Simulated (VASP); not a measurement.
A run of VASP 6.6.1:

File INCAR:

```
PREC = Accurate
ENCUT = 520
EDIFF = 1E-7
ISMEAR = -1
SIGMA = 0.05
LREAL = False
LASPH = True
NELM = 150
ALGO = Normal
ISIF = 2
LWAVE = False
LCHARG = True
ISPIN = 2
MAGMOM = -0.447 -0.447
LORBIT = 11
LMAXMIX = 4
GGA = RP
LELF = True
LVHAR = True
NBANDS = 21
```

The input KPOINTS:

```
Automatic mesh
0
Gamma
  10 10 10
```

Contents of POSCAR:

```
Pd
1.0
    0.0000000000      2.9079781735      2.9079781735
    2.9079781735      0.0000000000      2.9079781735
    2.9079781735      2.9079781735      0.0000000000
Pd
2
Direct
    0.1250000000      0.1250000000      0.1250000000
    0.8750000000      0.8750000000      0.8750000000
```

Potentials or basis: VASP PAW PBE potentials, release 64 (Pd).

Run with:

```console
$ cat potpaw_PBE.64/Pd/POTCAR > POTCAR
$ mpirun -np 1 vasp_std > vasp.out
```

Hardware: 1 thread of AMD EPYC 9R45 96-Core Processor (Zen 5), with other jobs on the host.

Q: How long does it take, and how much memory?

A: Run time: 48 s on 1 thread of AMD EPYC 9R45 96-Core Processor (Zen 5) (shared host), peak memory 0.21 GiB. Counts: scf iterations 15, k points 47.
